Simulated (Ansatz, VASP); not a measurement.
# SrMg in VASP and in Ansatz

File INCAR:

```
SYSTEM = SrMg
PREC = Accurate
ENCUT = 520
EDIFF = 1E-6
ISMEAR = -1
SIGMA = 0.05
LREAL = .FALSE.
LASPH = .TRUE.
NELM = 80
ALGO = Normal
ISIF = 2
LWAVE = .FALSE.
LCHARG = .TRUE.
LELF = .TRUE.
LVHAR = .TRUE.
NBANDS = 13
```

Contents of KPOINTS:

```
Automatic mesh
0
G
  9 9 9
  0 0 0
```

Contents of POSCAR:

```
SrMg
1.0
    3.9000000000      0.0195000000      0.0195000000
    0.0195000000      3.9000000000      0.0195000000
    0.0195000000      0.0195000000      3.9000000000
Sr Mg
1 1
Direct
    0.5000000000      0.5000000000      0.5000000000
    0.0000000000      0.0000000000      0.0000000000
```

Input for Ansatz:

```yaml
crystal:
  lattice:
    - [3.9, 0.0195, 0.0195]
    - [0.0195, 3.9, 0.0195]
    - [0.0195, 0.0195, 3.9]
  atoms:
    - { symbol: Sr, position: [0.5, 0.5, 0.5] }
    - { symbol: Mg, position: [0.0, 0.0, 0.0] }
kpoints:
  mp_grid: { grid: [9, 9, 9] }
  band_path:
    path:
      - [0.0, 0.0, 0.0]
      - [0.5, 0.5, 0.5]
      - [0.5098274679, 0.4901725321, 0.5]
      - [0.5, -0.4901725321, 0.4901725321]
      - [0.5, 0.0, 0.0]
      - [0.0, 0.0, 0.0]
      - [0.4950862661, -0.4950862661, 0.0]
      - [0.5049137339, 0.0, 0.4950862661]
      - [0.5, 0.0, 0.5]
    npoints: 5
scf:
  occupations: { method: fermi_dirac, width: 0.05 }
hamiltonian:
  xc: lda
  pseudopotentials: { kind: all_electron, lapw: { basis_error: 0.0005 } }
output:
  forces: true
  stress: true
  eigenvalues: true
```

Change from the starting cell: equal xy, yz and zx shear strains of +1 %.

Alike in both runs: task single point; functional LDA; k mesh 9 × 9 × 9; occupations fermi-dirac, width 0.05 eV; no spin polarisation.

```csv
,VASP,Ansatz
version,VASP 6.6.1,Ansatz 0.2.0
potentials or method,"VASP PAW LDA potentials, release 64 (Sr_sv, Mg), cutoff 520 eV","all-electron LAPW, scalar-relativistic"
```

```tsv
	VASP	Ansatz	Ansatz less VASP
pressure (GPa)	3.3	3.4	+0.15
traceless stress, the component that is largest in VASP (GPa)	-0.31	-0.30	+0.006
```

LDA's correlation is that of Perdew and Zunger in VASP and of Perdew and Wang (1992) in Ansatz. Ansatz ran all-electron here, and VASP with PAW potentials.
